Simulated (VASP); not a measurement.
# NiO (I4/mmm) in VASP: notebook

The runs below take NiO through single point, with r2SCAN.

Program: VASP 6.6.1. These are calculated values, not measurements. Logs are shortened: lines on timing, memory, paths and dates and some standing lists are left out, and cuts for length are marked.

## (1) The cell of the first run

The structure is tetragonal, space group I4/mmm (No. 139). The conventional cell has a = 2.962 Å, b = 2.962 Å, c = 4.105 Å, α = 90.00°, β = 90.00°, γ = 90.00°. Within 2.7 Å of Ni (site symmetry 4/mmm) lie 6 O at 2.05 to 2.09 Å. Within 2.7 Å of O (site symmetry 4/mmm) lie 6 Ni at 2.05 to 2.09 Å.

## (2) Single point, r2SCAN, collinear spin, ferromagnetic start (strain along c alone, the other axes held: -2.0 %)

POSCAR reads:

```
NiO
1.0
    2.0942984958      2.0942984958      0.0000000000
   -2.0942984958      2.0942984958      0.0000000000
    0.0000000000      0.0000000000      4.1048250518
Ni O
2 2
Direct
    0.0000000000      0.0000000000      0.0000000000
    0.5000000000      0.5000000000      0.5000000000
    0.5000000000      0.5000000000      0.0000000000
    0.0000000000      0.0000000000      0.5000000000
```

INCAR.step1 reads:

```
PREC     = Accurate       # precision mode
ENCUT    = 520            # plane-wave cutoff, eV
ISMEAR   = 0              # smearing method
SIGMA    = 0.02           # smearing width, eV
LREAL    = F              # projectors in reciprocal space
LASPH    = T              # aspherical terms in the spheres
NELM     = 150            # most SCF steps
ISPIN    = 2              # spin polarisation
MAGMOM   = 1.84 1.84 0.31 0.31 # initial moments
LMAXMIX  = 4              # l up to which the mixer works
NBANDS   = 28             # bands
GGA      = PE             # functional
ALGO     = Normal         # electronic algorithm
EDIFF    = 1E-4           # SCF threshold, eV
LWAVE    = T              # write WAVECAR
LCHARG   = F              # write CHGCAR
```

INCAR.step2 reads:

```
PREC     = Accurate       # precision mode
ENCUT    = 520            # plane-wave cutoff, eV
EDIFF    = 1E-6           # SCF threshold, eV
ISMEAR   = 0              # smearing method
SIGMA    = 0.02           # smearing width, eV
LREAL    = F              # projectors in reciprocal space
LASPH    = T              # aspherical terms in the spheres
NELM     = 150            # most SCF steps
ALGO     = Normal         # electronic algorithm
ISIF     = 2              # what is computed and relaxed
LWAVE    = F              # write WAVECAR
LCHARG   = F              # write CHGCAR
ISPIN    = 2              # spin polarisation
MAGMOM   = 1.84 1.84 0.31 0.31 # initial moments
LORBIT   = 11             # projections on sites
LMAXMIX  = 4              # l up to which the mixer works
METAGGA  = R2SCAN         # meta-GGA
LMIXTAU  = T            
NBANDS   = 28             # bands
ISTART   = 1
```

KPOINTS reads:

```
regular mesh
0
Gamma
  10 10 8
```

Potentials or basis: VASP PAW PBE potentials, release 64 (Ni, O).

On the command line:

```
cat potpaw_PBE.64/Ni/POTCAR potpaw_PBE.64/O/POTCAR > POTCAR
cp INCAR.step1 INCAR
mpirun -np 1 vasp_std > vasp.out
cp INCAR.step2 INCAR
mpirun -np 1 vasp_std > vasp.out
```

OUTCAR:

```text
PREC = Accurate
   ENCUT = 520
   EDIFF = 1E-6
   ISMEAR = 0
   LREAL = F
   LASPH = T
   NELM = 150
   ISIF = 2
   ISPIN = 2
   LORBIT = 11
   METAGGA = R2SCAN
   ISTART = 1

 ion  position               nearest neighbor table
   1  0.000  0.000  0.000-   4 2.05   4 2.05   3 2.09   3 2.09   3 2.09   3 2.09   2 2.93   2 2.93
                             2 2.93   2 2.93   2 2.93   2 2.93   2 2.93   2 2.93
   2  0.500  0.500  0.500-   3 2.05   3 2.05   4 2.09   4 2.09   4 2.09   4 2.09   1 2.93   1 2.93
                             1 2.93   1 2.93   1 2.93   1 2.93   1 2.93   1 2.93
   3  0.500  0.500  0.000-   2 2.05   2 2.05   1 2.09   1 2.09   1 2.09   1 2.09
   4  0.000  0.000  0.500-   1 2.05   1 2.05   2 2.09   2 2.09   2 2.09   2 2.09

  LATTYP: Found a simple tetragonal cell.
 ALAT       =     2.9617853364
 C/A-ratio  =     1.3859292911

  Lattice vectors:

 A1 = (   2.0942984958,   2.0942984958,   0.0000000000)
 A2 = (  -2.0942984958,   2.0942984958,   0.0000000000)
 A3 = (   0.0000000000,   0.0000000000,   4.1048250518)

Analysis of symmetry for initial positions (statically):
=====================================================================
 Subroutine PRICEL returns following result:

  LATTYP: Found a body centered tetragonal cell.
 ALAT       =     2.9617853364
 C/A-ratio  =     1.3859292911
[... 12 lines left out ...]
 Subroutine GETGRP returns: Found 16 space group operations
 (whereof 16 operations were pure point group operations)
 out of a pool of 16 trial point group operations.

The static configuration has the point symmetry D_4h.

Analysis of symmetry for dynamics (positions and initial velocities):
=====================================================================
 Subroutine PRICEL returns following result:

  LATTYP: Found a body centered tetragonal cell.
 ALAT       =     2.9617853364
 C/A-ratio  =     1.3859292911
[... 12 lines left out ...]
 Subroutine GETGRP returns: Found 16 space group operations
 (whereof 16 operations were pure point group operations)
 out of a pool of 16 trial point group operations.

The dynamic configuration has the point symmetry D_4h.

Analysis of structural, dynamic, and magnetic symmetry:
=====================================================================
 Subroutine PRICEL returns following result:

  LATTYP: Found a body centered tetragonal cell.
 ALAT       =     2.9617853364
 C/A-ratio  =     1.3859292911
[... 12 lines left out ...]
 Subroutine GETGRP returns: Found 16 space group operations
 (whereof 16 operations were pure point group operations)
 out of a pool of 16 trial point group operations.

The overall configuration has the point symmetry D_4h.

 Subroutine INISYM returns: Found 16 space group operations
 (whereof 16 operations are pure point group operations),
 and found     2 'primitive' translations

----------------------------------------------------------------------------------------

                                     Primitive cell

  volume of cell :      18.0041

  direct lattice vectors                    reciprocal lattice vectors
     0.000000000 -2.094298496 -2.052412526     0.238743427 -0.238743427 -0.243615742
     0.000000000  2.094298496 -2.052412526     0.238743427  0.238743427 -0.243615742
     2.094298496  0.000000000  2.052412526     0.477486854  0.000000000  0.000000000

  length of vectors
     2.932317064  2.932317064  2.932317064     0.416347784  0.416347784  0.477486854

  position of ions in fractional coordinates (direct lattice)
     0.000000000  0.000000000  0.000000000
     0.500000000  0.500000000  0.000000000

  ion indices of the primitive-cell ions
   primitive index   ion index
                 1           1
                 2           4

----------------------------------------------------------------------------------------

 KPOINTS: regular mesh

Automatic generation of k-mesh.
 Grid dimensions read from file:
 generate k-points for:   10   10    8

 Generating k-lattice:

  Cartesian coordinates                     Fractional coordinates (reciprocal lattice)
     0.023874343  0.023874343  0.000000000     0.100000000  0.000000000  0.000000000
    -0.023874343  0.023874343  0.000000000     0.000000000  0.100000000  0.000000000
     0.000000000  0.000000000  0.030451968     0.000000000  0.000000000  0.125000000

  Length of vectors
     0.033763419  0.033763419  0.030451968

  Shift w.r.t. Gamma in fractional coordinates (k-lattice)
     0.000000000  0.000000000  0.000000000

 Subroutine IBZKPT returns following result:
 ===========================================

 Found    105 irreducible k-points:

 Following reciprocal coordinates:
            Coordinates               Weight
  0.000000  0.000000  0.000000      1.000000
  0.100000  0.000000  0.000000      4.000000
  0.200000  0.000000  0.000000      4.000000
  0.300000  0.000000  0.000000      4.000000
  0.400000  0.000000  0.000000      4.000000
  0.500000  0.000000  0.000000      2.000000
[... 16 lines left out ...]
  0.100000  0.000000  0.125000      8.000000
  0.200000  0.000000  0.125000      8.000000
 [... further k-points ...]
   k-points           NKPTS =    105   k-points in BZ     NKDIM =    105   number of bands    NBANDS=     28
   number of dos      NEDOS =    301   number of ions     NIONS =      4
   total plane-waves  NPLWV =  18432
   dimension x,y,z NGX =    24 NGY =   24 NGZ =   32
   dimension x,y,z NGXF=    48 NGYF=   48 NGZF=   64
   ions per type =               2   2
   NGX,Y,Z   is equivalent  to a cutoff of  13.47, 13.47, 12.96 a.u.
   NGXF,Y,Z  is equivalent  to a cutoff of  26.94, 26.94, 25.92 a.u.
 SYSTEM =  unknown system
   PREC   = accura    normal or accurate (medium, high low for compatibility)
   ISTART =      1    job   : 0-new  1-cont  2-samecut
   ICHARG =      0    charge: 1-file 2-atom 10-const
   ISPIN  =      2    spin polarized calculation?
   LNONCOLLINEAR =      F non collinear calculations
   LSORBIT =      F    spin-orbit coupling
   LASPH  =      T    aspherical Exc in radial PAW
   ENCUT  =  520.0 eV  38.22 Ry    6.18 a.u.   5.51  5.51  7.63*2*pi/ulx,y,z
   NELM   =    150;   NELMIN=  2; NELMDL=  0     # of ELM steps
   EDIFF  = 0.1E-05   stopping-criterion for ELM
   LREAL  =      F    real-space projection
   EDIFFG = 0.1E-04   stopping-criterion for IOM
   NSW    =      0    number of steps for IOM
   IBRION =     -1    ionic relax: 0-MD 1-quasi-New 2-CG
   NFREE  =      0    steps in history (QN), initial steepest desc. (CG)
   ISIF   =      2    stress and relaxation
   ISYM   =      2    0-nonsym 1-usesym 2-fastsym
   POTIM  = 0.5000    time-step for ionic-motion
   TEBEG  =    0.0;   TEEND  =   0.0 temperature during run
   PSTRESS=    0.0 pullay stress
   NELECT =      32.0000    total number of electrons
   NUPDOWN=      -1.0000    fix difference up-down
   EMIN   =  10.00;   EMAX   =-10.00  energy-range for DOS
   EFERMI =   0.00;   METHOD = LEGACY
   ISMEAR =     0;   SIGMA  =   0.02  broadening in eV -4-tet -1-fermi 0-gaus
   EFERMI_NEDOS =   21; number of points for ismear=-14 and -15
   IALGO  =     38    algorithm
   IMIX   =      4    mixing-type and parameters
     AMIX     =   0.40;   BMIX     =  1.00
     AMIX_MAG =   1.60;   BMIX_MAG =  1.00
  volume/ion in A,a.u.               =       9.00        60.75
  Fermi-wavevector in a.u.,A,eV,Ry     =   1.573950  2.974334 33.705959  2.477318
  Thomas-Fermi vector in A             =   2.675157
   LORBIT       =     11    0 simple, 1 ext, 2 COOP (PROOUT), +10 PAW based schemes
   METAGGA = R2SCAN    functional components
   LHFCALC =     F    Hartree Fock is set to
   AEXX    =    0.0000 exact exchange contribution
   IVDW    =     0    specifies the selected vdW correction
   LEPSILON=     F    determine dielectric tensor
   LRPA    =     F    only Hartree local field effects (RPA)
 spin polarized calculation
 Gauss-broadening in eV      SIGMA  =   0.02
  energy-cutoff  :      520.00
  volume of cell :       36.01
 maximum number of plane-waves:       987
 NGX is ok and might be reduce to    24
   NGX = 11   NGY = 11   NGZ = 15

 number of electron      31.9999994 magnetization       3.9999103

 Free energy of the ion-electron system (eV)
  ---------------------------------------------------
  ext. energy  EPLUGINS =         0.00000000
  ---------------------------------------------------
  free energy    TOTEN  =       -40.20249750 eV

  energy without entropy =      -40.20249750  energy(sigma->0) =      -40.20249750

 E-fermi :   7.9834     XC(G=0): -13.4817

 val. band max:        7.7977579869   @ k =   0.5000   0.0000   0.5000
 cond. band min:       8.3549083542   @ k =   0.0000   0.0000   0.0000
 fundamental gap:      0.5571503673
 Fermi energy:         7.9834368669

 spin component 1

 k-point     1 :       0.0000    0.0000    0.0000
  band No.  band energies     occupation
      1     -13.5190      1.00000
      2     -12.0841      1.00000
      3       0.8301      1.00000
      4       3.4253      1.00000
      5       3.4253      1.00000
      6       3.6598      1.00000
[... 733 lines left out ...]
     27      26.5831      0.00000
     28      29.3416      0.00000

 [... further k-points ...]

 spin component 2

 k-point     1 :       0.0000    0.0000    0.0000
  band No.  band energies     occupation
      1     -12.9852      1.00000
      2     -11.3997      1.00000
      3       1.2635      1.00000
      4       4.0280      1.00000
      5       4.0281      1.00000
      6       4.5468      1.00000
[... 733 lines left out ...]
     27      27.1358      0.00000
     28      29.7991      0.00000

 [... further k-points ...]

------------------------ aborting loop because EDIFF is reached ----------------------------------------

  FORCE on cell =-STRESS in cart. coord.  units (eV):
  Direction    XX          YY          ZZ          XY          YZ          ZX
  --------------------------------------------------------------------------------------
  -------------------------------------------------------------------------------------
  Total        0.6257941      0.6257941      1.9708305      0.0000000      0.0000000      0.0000000
  in kB       27.8445522     27.8445522     87.6916091      0.0000000      0.0000000      0.0000000
  external PRESSURE =      47.7935711 kB  Pullay stress =       0.0000000 kB

 VOLUME and BASIS-vectors are now :
 -----------------------------------------------------------------------------
  energy-cutoff  :      520.00
  volume of cell :       36.01
      direct lattice vectors                 reciprocal lattice vectors
     2.094298496  2.094298496  0.000000000     0.238743427  0.238743427  0.000000000
    -2.094298496  2.094298496  0.000000000    -0.238743427  0.238743427  0.000000000
     0.000000000  0.000000000  4.104825052     0.000000000  0.000000000  0.243615742

 POSITION                                       TOTAL-FORCE (eV/Angst)
 -----------------------------------------------------------------------------------
      0.00000      0.00000      0.00000         0.000000     -0.000000     -0.000000
      0.00000      2.09430      2.05241         0.000000     -0.000000     -0.000000
      0.00000      2.09430      0.00000         0.000000     -0.000000      0.000000
      0.00000      0.00000      2.05241        -0.000000      0.000000     -0.000000
 -----------------------------------------------------------------------------------
    total drift:                                0.000000     -0.000000     -0.000000

  FREE ENERGIE OF THE ION-ELECTRON SYSTEM (eV)
  ---------------------------------------------------
  free  energy   TOTEN  =       -40.2024974951 eV

  energy  without entropy=      -40.2024974951  energy(sigma->0) =      -40.20249750

 total charge

# of ion       s       p       d       tot
------------------------------------------
    1        0.341   0.430   8.181   8.952
    2        0.341   0.430   8.181   8.952
    3        1.555   3.503   0.000   5.058
    4        1.555   3.503   0.000   5.058
--------------------------------------------------
tot          3.792   7.866  16.363  28.021

 magnetization (x)

# of ion       s       p       d       tot
------------------------------------------
    1        0.012   0.012   1.668   1.691
    2        0.012   0.012   1.668   1.691
    3        0.029   0.249   0.000   0.278
    4        0.029   0.249   0.000   0.278
--------------------------------------------------
tot          0.081   0.522   3.335   3.938
```

Wall time 6.8 min (1 thread of Intel Xeon Platinum 8259CL at 2.50GHz (Skylake/Cascade Lake), shared host); peak memory 0.28 GiB.

Results:

- Free energy: -40.2025 eV
- Pressure: 4.8 GPa
- Band gap on the k mesh: 0.56 eV
- Net moment: 4.00 μB per cell
- Site moments: Ni +1.69; O +0.28 μB
- Valence electrons inside the program's atomic spheres: Ni 8.95; O 5.06

Caveat: the cell differs from its parent crystal (strain along c alone, the other axes held: -2.0 %); the stress differs along the axes, from 3 to 9 GPa; the PAW data sets were made with another functional, which shifts forces and pressure a little.

(Part 1 of 2 ends here.)
